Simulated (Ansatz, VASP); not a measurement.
SnSe in VASP and in Ansatz

File INCAR:

```
SYSTEM = SnSe
  PREC = Accurate
  ENCUT = 520
  EDIFF = 1E-8
  ISMEAR = -1
  SIGMA = 0.01
  LREAL = .False.
  LASPH = .True.
  NELM = 100
  ALGO = Normal
  ISIF = 2
  LWAVE = .False.
  LCHARG = .False.
  GGA = PS
  LEFG = .True.
  NBANDS = 17
```

File KPOINTS:

```
regular mesh
0
Gamma
  7 7 7
  0 0 0
```

File POSCAR:

```
SnSe
1.0
    0.0000000000      3.0200000735      3.0200000735
    3.0200000735      0.0000000000      3.0200000735
    3.0200000735      3.0200000735      0.0000000000
Sn Se
1 1
Direct
    0.0000000000      0.0000000000      0.0000000000
    0.5000000000      0.5000000000      0.5000000000
```

Input for Ansatz:

```yaml
crystal:
  lattice:
    - [0.0, 3.0200000735, 3.0200000735]
    - [3.0200000735, 0.0, 3.0200000735]
    - [3.0200000735, 3.0200000735, 0.0]
  atoms:
    - { symbol: Sn, position: [0.0, 0.0, 0.0] }
    - { symbol: Se, position: [0.5, 0.5, 0.5] }
kpoints:
  mp_grid: { grid: [7, 7, 7] }
scf:
  occupations: { method: fermi_dirac, width: 0.01 }
hamiltonian:
  xc: pbesol
  pseudopotentials: { kind: all_electron, datasets: crystal }
output:
  forces: true
  stress: true
  eigenvalues: true
  efg: { contact_densities: true }
```

Change from the starting cell: volume scaled by 1.01, crystal datasets.

Alike in both runs: task electric field gradients; functional PBEsol; k mesh 7 × 7 × 7; occupations fermi-dirac, width 0.01 eV; no spin polarisation.

```csv
,VASP,Ansatz
version,VASP 6.6.1,Ansatz 0.2.0
potentials or method,"VASP PAW PBE potentials, release 64 (Sn_d, Se), cutoff 520 eV","all-electron PAW with datasets made for the crystal, scalar-relativistic"
```

|  | VASP | Ansatz | Ansatz less VASP |
| --- | --- | --- | --- |
| pressure (GPa) | -2.3 | -2.4 | -0.02 |

VASP's potentials were made for PBE, not for PBEsol. Ansatz ran all-electron here, and VASP with PAW potentials.
